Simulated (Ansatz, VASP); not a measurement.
One calculation of GaAs, two programs

The input INCAR:

```
PREC = Accurate
ENCUT = 500
EDIFF = 1E-6
ISMEAR = 0
SIGMA = 0.03
LREAL = F
LASPH = T
NELM = 120
ALGO = Normal
ISIF = 2
LWAVE = F
LCHARG = F
GGA = PE
NBANDS = 16
GGA_COMPAT = F
```

File KPOINTS:

```
Automatic mesh
0
Gamma
  10 10 10
```

POSCAR

```
GaAs
1.0
    0.0000000000      2.7290576540      2.7290576540
    2.7290576540      0.0000000000      2.7290576540
    2.7290576540      2.7290576540      0.0000000000
Ga As
1 1
Direct
    0.0000000000      0.0000000000      0.0000000000
    0.7500000000      0.7500000000      0.7500000000
```

Input for Ansatz:

```yaml
crystal:
  lattice:
    - [0.0, 2.729057654, 2.729057654]
    - [2.729057654, 0.0, 2.729057654]
    - [2.729057654, 2.729057654, 0.0]
  atoms:
    - { symbol: Ga, position: [0.0, 0.0, 0.0] }
    - { symbol: As, position: [0.75, 0.75, 0.75] }
basis:
  ecutwfc: 420
kpoints:
  mp_grid: { grid: [10, 10, 10] }
hamiltonian:
  xc: pbe
scf:
  occupations: { method: gaussian, width: 0.03 }
output:
  forces: true
  stress: true
  eigenvalues: true
```

Change from the starting cell: strain -0.050 along x and y, -0.050 along z, atoms carried along.

Alike in both runs: task single point; functional PBE; k mesh 10 × 10 × 10; occupations gaussian, width 0.03 eV; no spin polarisation.

|  | VASP | Ansatz |
| --- | --- | --- |
| version | VASP 6.6.1 | Ansatz 0.2.0 |
| potentials or method | VASP PAW PBE potentials, release 64 (Ga_d, As), cutoff 500 eV | scalar-relativistic, plane waves, PAW |
| valence electrons in the cell | 18 | 28 |

```csv
,VASP,Ansatz,Ansatz less VASP
gap on the k mesh at the Fermi level (eV),1.24,1.25,+0.010
least direct gap on the mesh (eV),1.35,1.34,-0.010
pressure (GPa),13.7,13.4,-0.26
```

With one functional, cell and mesh, what is left measures potentials, basis and numerics. VASP's potentials hold 18 valence electrons a cell and Ansatz's 28, so a difference there can come from the potentials and not from the codes.
